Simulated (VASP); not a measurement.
# ZrNb2N3 in VASP: notebook

Runs on ZrNb2N3. Level: PBE. Tasks: single point.

Everything below comes from runs of VASP 6.6.1. Logs are shortened: lines on timing, memory, paths and dates and some standing lists are left out, and cuts for length are marked.

## Step 1: The cell of the first run

The structure is tetragonal, space group I4/mmm (No. 139). Conventional cell: a = 4.373 Å, b = 4.373 Å, c = 8.490 Å, α = 90.00°, β = 90.00°, γ = 90.00°. Within 2.9 Å of Zr (site symmetry 4/mmm) lie 4 N at 2.19 Å. Nb (site symmetry -4m2) has 2 N at 2.12 Å within 2.8 Å. Within 2.8 Å of N (site symmetry mmm) lie 2 Nb at 2.12 Å and 2 Zr at 2.19 Å and 2 N at 2.19 Å. N (site symmetry 4/mmm) has 4 N at 2.19 Å within 2.9 Å.

The cell was built from a structure type or drawn by symmetry, and may not be a known phase.

## Step 2: Single point, PBE

INCAR

```
SYSTEM = ZrNb2N3
PREC = Accurate
ENCUT = 600
EDIFF = 1E-6
ISMEAR = 0
SIGMA = 0.15
LREAL = .FALSE.
LASPH = .TRUE.
NELM = 120
ALGO = Normal
ISIF = 2
LWAVE = .FALSE.
LCHARG = .TRUE.
GGA = PE
LELF = .TRUE.
LVHAR = .TRUE.
NBANDS = 36
GGA_COMPAT = .FALSE.
```

KPOINTS

```
Automatic mesh
0
G
  3 3 3
  0 0 0
```

POSCAR

```
ZrNb2N3
1.0
   -2.1867224852      2.1867224852      4.2448391153
    2.1867224852     -2.1867224852      4.2448391153
    2.1867224852      2.1867224852     -4.2448391153
Zr Nb N
1 2 3
Direct
    0.0000000000      0.0000000000      0.0000000000
    0.7500000000      0.2500000000      0.5000000000
    0.2500000000      0.7500000000      0.5000000000
    0.5000000000      0.0000000000      0.5000000000
    0.0000000000      0.5000000000      0.5000000000
    0.5000000000      0.5000000000      0.0000000000
```

Potentials or basis: VASP PAW PBE potentials, release 64 (Zr_sv, Nb_sv, N).

The run is started by

```console
> cat potpaw_PBE.64/Zr_sv/POTCAR potpaw_PBE.64/Nb_sv/POTCAR potpaw_PBE.64/N/POTCAR > POTCAR
> mpirun -np 1 vasp_std > vasp.out
```

OUTCAR:

```text
SYSTEM = ZrNb2N3
   PREC = Accurate
   ENCUT = 600
   EDIFF = 1E-6
   ISMEAR = 0
   LREAL = .FALSE.
   LASPH = .TRUE.
   NELM = 120
   ISIF = 2
   GGA = PE

 ion  position               nearest neighbor table
   1  0.000  0.000  0.000-   4 2.19   5 2.19   5 2.19   4 2.19   2 3.05   3 3.05   2 3.05   3 3.05
                             2 3.05   2 3.05   3 3.05   3 3.05
   2  0.750  0.250  0.500-   4 2.12   5 2.12   1 3.05   1 3.05   1 3.05   1 3.05
   3  0.250  0.750  0.500-   4 2.12   5 2.12   1 3.05   1 3.05   1 3.05   1 3.05
   4  0.500  0.000  0.500-   2 2.12   3 2.12   1 2.19   1 2.19
   5  0.000  0.500  0.500-   2 2.12   3 2.12   1 2.19   1 2.19
   6  0.500  0.500  0.000-

  LATTYP: Found a body centered tetragonal cell.
 ALAT       =     4.3734449704
 C/A-ratio  =     1.9411878480

  Lattice vectors:

 A1 = (  -2.1867224852,   2.1867224852,   4.2448391153)
 A2 = (   2.1867224852,  -2.1867224852,   4.2448391153)
 A3 = (   2.1867224852,   2.1867224852,  -4.2448391153)

Analysis of symmetry for initial positions (statically):
=====================================================================
 Subroutine PRICEL returns:
 Original cell was already a primitive cell.

 Routine SETGRP: Setting up the symmetry group for a
 body centered tetragonal supercell.

 Subroutine GETGRP returns: Found 16 space group operations
 (whereof 16 operations were pure point group operations)
 out of a pool of 16 trial point group operations.

The static configuration has the point symmetry D_4h.

Analysis of symmetry for dynamics (positions and initial velocities):
=====================================================================
 Subroutine PRICEL returns:
 Original cell was already a primitive cell.

 Routine SETGRP: Setting up the symmetry group for a
 body centered tetragonal supercell.

 Subroutine GETGRP returns: Found 16 space group operations
 (whereof 16 operations were pure point group operations)
 out of a pool of 16 trial point group operations.

The dynamic configuration has the point symmetry D_4h.

 Subroutine INISYM returns: Found 16 space group operations
 (whereof 16 operations are pure point group operations),
 and found     1 'primitive' translations

----------------------------------------------------------------------------------------

                                     Primitive cell

  volume of cell :      81.1911

  direct lattice vectors                    reciprocal lattice vectors
    -2.186722485  2.186722485  4.244839115     0.000000000  0.228652700  0.117790094
     2.186722485 -2.186722485  4.244839115     0.228652700  0.000000000  0.117790094
     2.186722485  2.186722485 -4.244839115     0.228652700  0.228652700  0.000000000

  length of vectors
     5.251872958  5.251872958  5.251872958     0.257209182  0.257209182  0.323363749

  position of ions in fractional coordinates (direct lattice)
     0.000000000  0.000000000  0.000000000
     0.750000000  0.250000000  0.500000000
     0.250000000  0.750000000  0.500000000
     0.500000000  0.000000000  0.500000000
     0.000000000  0.500000000  0.500000000
     0.500000000  0.500000000  0.000000000

  ion indices of the primitive-cell ions
   primitive index   ion index
                 1           1
                 2           2
                 3           3
                 4           4
                 5           5
                 6           6

----------------------------------------------------------------------------------------

 KPOINTS: Automatic mesh

Automatic generation of k-mesh.
 Grid dimensions read from file:
 generate k-points for:    3    3    3

 Generating k-lattice:

  Cartesian coordinates                     Fractional coordinates (reciprocal lattice)
     0.000000000  0.076217567  0.039263365     0.333333333  0.000000000  0.000000000
     0.076217567  0.000000000  0.039263365     0.000000000  0.333333333  0.000000000
     0.076217567  0.076217567  0.000000000     0.000000000  0.000000000  0.333333333

  Length of vectors
     0.085736394  0.085736394  0.107787916

  Shift w.r.t. Gamma in fractional coordinates (k-lattice)
     0.000000000  0.000000000  0.000000000

 Subroutine IBZKPT returns following result:
 ===========================================

 Found      6 irreducible k-points:

 Following reciprocal coordinates:
            Coordinates               Weight
  0.000000  0.000000  0.000000      1.000000
  0.333333  0.000000  0.000000      8.000000
  0.333333  0.333333  0.000000      8.000000
 -0.333333  0.333333  0.000000      4.000000
 -0.333333  0.333333  0.333333      4.000000
 -0.333333 -0.333333  0.333333      2.000000
   k-points           NKPTS =      6   k-points in BZ     NKDIM =      6   number of bands    NBANDS=     36
   number of dos      NEDOS =    301   number of ions     NIONS =      6
   total plane-waves  NPLWV =  74088
   dimension x,y,z NGX =    42 NGY =   42 NGZ =   42
   dimension x,y,z NGXF=    84 NGYF=   84 NGZF=   84
   ions per type =               1   2   3
   NGX,Y,Z   is equivalent  to a cutoff of  13.29, 13.29, 13.29 a.u.
   NGXF,Y,Z  is equivalent  to a cutoff of  26.59, 26.59, 26.59 a.u.
 SYSTEM =  ZrNb2N3
   PREC   = accura    normal or accurate (medium, high low for compatibility)
   ISTART =      0    job   : 0-new  1-cont  2-samecut
   ICHARG =      2    charge: 1-file 2-atom 10-const
   ISPIN  =      1    spin polarized calculation?
   LNONCOLLINEAR =      F non collinear calculations
   LSORBIT =      F    spin-orbit coupling
   LASPH  =      T    aspherical Exc in radial PAW
   ENCUT  =  600.0 eV  44.10 Ry    6.64 a.u.  10.49 10.49 10.49*2*pi/ulx,y,z
   NELM   =    120;   NELMIN=  2; NELMDL= -5     # of ELM steps
   EDIFF  = 0.1E-05   stopping-criterion for ELM
   LREAL  =      F    real-space projection
   EDIFFG = 0.1E-04   stopping-criterion for IOM
   NSW    =      0    number of steps for IOM
   IBRION =     -1    ionic relax: 0-MD 1-quasi-New 2-CG
   NFREE  =      0    steps in history (QN), initial steepest desc. (CG)
   ISIF   =      2    stress and relaxation
   ISYM   =      2    0-nonsym 1-usesym 2-fastsym
   POTIM  = 0.5000    time-step for ionic-motion
   TEBEG  =    0.0;   TEEND  =   0.0 temperature during run
   PSTRESS=    0.0 pullay stress
   NELECT =      53.0000    total number of electrons
   NUPDOWN=      -1.0000    fix difference up-down
   EMIN   =  10.00;   EMAX   =-10.00  energy-range for DOS
   EFERMI =   0.00;   METHOD = LEGACY
   ISMEAR =     0;   SIGMA  =   0.15  broadening in eV -4-tet -1-fermi 0-gaus
   EFERMI_NEDOS =   21; number of points for ismear=-14 and -15
   IALGO  =     38    algorithm
   IMIX   =      4    mixing-type and parameters
     AMIX     =   0.40;   BMIX     =  1.00
     AMIX_MAG =   1.60;   BMIX_MAG =  1.00
  volume/ion in A,a.u.               =      13.53        91.32
  Fermi-wavevector in a.u.,A,eV,Ry     =   1.420138  2.683672 27.440127  2.016792
  Thomas-Fermi vector in A             =   2.541085
   LORBIT       =      0    0 simple, 1 ext, 2 COOP (PROOUT), +10 PAW based schemes
   GGA     = PE    functional components
   LHFCALC =     F    Hartree Fock is set to
   AEXX    =    0.0000 exact exchange contribution
   IVDW    =     0    specifies the selected vdW correction
   LEPSILON=     F    determine dielectric tensor
   LRPA    =     F    only Hartree local field effects (RPA)
 non-spin polarized calculation
 Gauss-broadening in eV      SIGMA  =   0.15
  energy-cutoff  :      600.00
  volume of cell :       81.19
 maximum number of plane-waves:      2719
 NGX is ok and might be reduce to    42
   NGX = 21   NGY = 21   NGZ = 21

 number of electron      53.0000003 magnetization

 Free energy of the ion-electron system (eV)
  ---------------------------------------------------
  ext. energy  EPLUGINS =         0.00000000
  ---------------------------------------------------
  free energy    TOTEN  =       -51.90079154 eV

  energy without entropy =      -51.85845825  energy(sigma->0) =      -51.87962489

 E-fermi :   9.0927     XC(G=0): -11.9875

 val. band max:        9.0258026010   @ k =   0.0000   0.0000   0.0000
 cond. band min:       9.1053618643   @ k =   0.3333   0.3333   0.0000
 fundamental gap:      0.0795592633
 Fermi energy:         9.0926595591

 k-point     1 :       0.0000    0.0000    0.0000
  band No.  band energies     occupation
      1     -45.8795      2.00000
      2     -45.7960      2.00000
      3     -38.9271      2.00000
      4     -22.0890      2.00000
      5     -22.0639      2.00000
      6     -22.0639      2.00000
[... 28 lines left out ...]
     35      12.2602      0.00000
     36      12.2602      0.00000

 k-point     2 :       0.3333    0.0000    0.0000
  band No.  band energies     occupation
      1     -45.8583      2.00000
      2     -45.8166      2.00000
      3     -38.9274      2.00000
      4     -22.0710      2.00000
      5     -22.0415      2.00000
      6     -21.9809      2.00000
[... 28 lines left out ...]
     35      12.7739      0.00000
     36      13.3410      0.00000

 k-point     3 :       0.3333    0.3333    0.0000
  band No.  band energies     occupation
      1     -45.8471      2.00000
      2     -45.8270      2.00000
      3     -38.9271      2.00000
      4     -22.1133      2.00000
      5     -22.0908      2.00000
      6     -22.0248      2.00000
[... 28 lines left out ...]
     35      13.2563      0.00000
     36      13.7042      0.00000

 k-point     4 :      -0.3333    0.3333    0.0000
  band No.  band energies     occupation
      1     -45.8479      2.00000
      2     -45.8263      2.00000
      3     -38.9266      2.00000
      4     -22.1187      2.00000
      5     -22.0855      2.00000
      6     -22.0339      2.00000
[... 28 lines left out ...]
     35      13.1388      0.00000
     36      13.1409      0.00000

 k-point     5 :      -0.3333    0.3333    0.3333
  band No.  band energies     occupation
      1     -45.8572      2.00000
      2     -45.8173      2.00000
      3     -38.9285      2.00000
      4     -22.1102      2.00000
      5     -21.9933      2.00000
      6     -21.9801      2.00000
[... 28 lines left out ...]
     35      12.6250      0.00000
     36      13.5922      0.00000

 k-point     6 :      -0.3333   -0.3333    0.3333
  band No.  band energies     occupation
      1     -45.8782      2.00000
      2     -45.7967      2.00000
      3     -38.9293      2.00000
      4     -22.1130      2.00000
      5     -22.0738      2.00000
      6     -22.0738      2.00000
[... 28 lines left out ...]
     35      13.4863      0.00000
     36      13.7229      0.00000

------------------------ aborting loop because EDIFF is reached ----------------------------------------

  FORCE on cell =-STRESS in cart. coord.  units (eV):
  Direction    XX          YY          ZZ          XY          YZ          ZX
  --------------------------------------------------------------------------------------
  -------------------------------------------------------------------------------------
  Total       -0.0855194     -0.0855194     -0.1806541      0.0000000      0.0000000      0.0000000
  in kB       -1.6875891     -1.6875891     -3.5649201      0.0000000      0.0000000      0.0000000
  external PRESSURE =      -2.3133661 kB  Pullay stress =       0.0000000 kB

 VOLUME and BASIS-vectors are now :
 -----------------------------------------------------------------------------
  energy-cutoff  :      600.00
  volume of cell :       81.19
      direct lattice vectors                 reciprocal lattice vectors
    -2.186722485  2.186722485  4.244839115     0.000000000  0.228652700  0.117790094
     2.186722485 -2.186722485  4.244839115     0.228652700  0.000000000  0.117790094
     2.186722485  2.186722485 -4.244839115     0.228652700  0.228652700  0.000000000

 POSITION                                       TOTAL-FORCE (eV/Angst)
 -----------------------------------------------------------------------------------
      0.00000      0.00000      0.00000        -0.000000     -0.000000     -0.000000
      0.00000      2.18672      2.12242         0.000000      0.000000     -0.000000
      2.18672      0.00000      2.12242         0.000000     -0.000000      0.000000
      0.00000      2.18672      0.00000        -0.000000     -0.000000     -0.000000
      2.18672      0.00000      0.00000        -0.000000     -0.000000     -0.000000
      0.00000      0.00000      4.24484        -0.000000     -0.000000     -0.000000
 -----------------------------------------------------------------------------------
    total drift:                               -0.000000      0.000000      0.000000

  FREE ENERGIE OF THE ION-ELECTRON SYSTEM (eV)
  ---------------------------------------------------
  free  energy   TOTEN  =       -51.9007915356 eV

  energy  without entropy=      -51.8584582464  energy(sigma->0) =      -51.87962489
```

It took 36 s on 1 thread of AMD EPYC 7R13 (Zen 3), shared host; peak memory 0.22 GiB.

What came out:

```yaml
Free_energy: -51.9008 eV
Pressure: -0.2 GPa
Band_gap_on_the_k_mesh: zero (an odd number of electrons rules out a gap without spin polarisation)
```

Caveat: the k points lie up to 0.54 Å⁻¹ apart, too coarse for converged energies and pressures of a metal.

## Step 3: Single point, PBE

This run uses another cell than the first one, of 17.27 Å³/atom.

INCAR

```
SYSTEM = ZrNb2N3
ALGO = Normal
EDIFF = 1E-6
ENCUT = 600
GGA = PE
GGA_COMPAT = .False.
ISIF = 2
ISMEAR = 0
LASPH = .True.
LCHARG = .True.
LELF = .True.
LREAL = .False.
LVHAR = .True.
LWAVE = .False.
NBANDS = 36
NELM = 120
PREC = Accurate
SIGMA = 0.15
```

KPOINTS

```
k-points
0
Gamma
  3 3 3
  0 0 0
```

POSCAR

```
ZrNb2N3
1.0
   -2.5469353366      2.5659562561      3.9628420974
    2.5469353366     -2.5659562561      3.9628420974
    2.5469353366      2.5659562561     -3.9628420974
Zr Nb N
1 2 3
Direct
    0.0000000000      0.0000000000      0.0000000000
    0.0000000000      0.5000000000      0.5000000000
    0.5000000000      0.0000000000      0.5000000000
    0.2499687403      0.7499687403      0.5000000000
    0.7500312597      0.2500312597      0.5000000000
    0.5000000000      0.5000000000      0.0000000000
```

Potentials or basis: VASP PAW PBE potentials, release 64 (Zr_sv, Nb_sv, N).

The run is started by

```console
> cat potpaw_PBE.64/Zr_sv/POTCAR potpaw_PBE.64/Nb_sv/POTCAR potpaw_PBE.64/N/POTCAR > POTCAR
> mpirun -np 1 vasp_std > vasp.out
```

It took 68 s on 1 thread of AMD EPYC 7R13 (Zen 3), shared host; peak memory 0.3 GiB.

It converged, with:

```
Free energy            : -48.4747 eV
Pressure               : 0.1 GPa
Band gap on the k mesh : zero (an odd number of electrons rules out a gap without spin polarisation)
```

Forces in eV/Å, atoms in the order of the input:
```
Zr   0.000  0.000  0.000
Nb   0.000  0.000  0.000
Nb   0.000  0.000  0.000
N    0.000  0.000 -0.002
N    0.000  0.000  0.002
N    0.000  0.000  0.000
```

Stress tensor (GPa, compression positive):
```
 0.27  0.00  0.00
 0.00 -0.14  0.00
 0.00  0.00  0.09
```

Levels at points of the mesh, in eV from the Fermi level:
| k point | band 24 | band 25 | band 26 | band 27 | band 28 | band 29 |
| --- | --- | --- | --- | --- | --- | --- |
| (0.00, 0.00, 0.00) | -0.97 | -0.42 | -0.42 | 0.09 | 0.85 | 0.91 |

Caveat: the k points lie up to 0.49 Å⁻¹ apart, too coarse for converged energies and pressures of a metal.

## Step 4: Single point, PBE

This run uses another cell than the first one, of 11.27 Å³/atom.

INCAR

```
PREC = Accurate ; ENCUT = 600
EDIFF = 1E-6 ; ISMEAR = 0
SIGMA = 0.15 ; LREAL = False
LASPH = True ; NELM = 120
ALGO = Normal ; ISIF = 2
LWAVE = False ; LCHARG = False
GGA = PE ; NBANDS = 36
GGA_COMPAT = False
```

KPOINTS

```
regular mesh
0
Gamma
  5 5 5
```

POSCAR

```
ZrNb2N3
1.0
   -1.5824513081      1.5824513081      6.7511238249
    1.5824513081     -1.5824513081      6.7511238249
    1.5824513081      1.5824513081     -6.7511238249
Zr Nb N
1 2 3
Direct
    0.0000000000      0.0000000000      0.0000000000
    0.3275412025      0.3275412025      0.0000000000
    0.6724587975      0.6724587975      0.0000000000
    0.8343726191      0.8343726191      0.0000000000
    0.1656273809      0.1656273809      0.0000000000
    0.5000000000      0.5000000000      0.0000000000
```

The run is started by

```console
> cat potpaw_PBE.64/Zr_sv/POTCAR potpaw_PBE.64/Nb_sv/POTCAR potpaw_PBE.64/N/POTCAR > POTCAR
> mpirun -np 1 vasp_std > vasp.out
```

Run time: 2.4 min. Hardware: 1 thread of Intel Xeon 6975P-C (Granite Rapids), shared host; peak memory 0.48 GiB.

Results (log left out):

```yaml
Free_energy: -61.4544 eV
Pressure: -0.6 GPa
Largest_force: 0.063 eV/Å
Band_gap_on_the_k_mesh: zero (an odd number of electrons rules out a gap without spin polarisation)
```

Forces in eV/Å, atoms in the order of the input:
```
Zr   0.000  0.000  0.000
Nb   0.000  0.000 -0.063
Nb   0.000  0.000  0.063
N    0.000  0.000  0.002
N    0.000  0.000 -0.002
N    0.000  0.000  0.000
```

Levels at points of the mesh, in eV from the Fermi level:
```tsv
k point	band 25	band 26	band 27	band 28	band 29	band 30
(0.00, 0.00, 0.00)	-2.75	-2.75	-1.47	-1.47	-1.26	0.07
```

Caveat: the k points lie up to 0.41 Å⁻¹ apart, too coarse for converged energies and pressures of a metal.

## Step 5: Summary

| cell | k mesh | gap on the mesh (eV) | pressure (GPa) |
| --- | --- | --- | --- |
| a = 5.252 Å, angles 130.8, 130.8, 72.1°, 6 atoms, atomic positions A | 3 × 3 × 3 | none | -0.2 |
| a = 5.364 Å, angles 123.3, 122.8, 84.7°, 6 atoms, atomic positions B | 3 × 3 × 3 | none | 0.1 |
| a = 7.112 Å, angles 154.3, 154.3, 36.7°, 6 atoms, atomic positions C | 5 × 5 × 5 | none | -0.6 |

Alike in all rows: task single point; level PBE; potentials or basis VASP PAW PBE potentials, release 64 (Zr_sv, Nb_sv, N); no spin polarisation; cutoff (eV) 600; smearing gaussian 0.15 eV.

Caveats: all runs use coarse meshes.

Absolute energies hang on the potentials; compare differences alone.
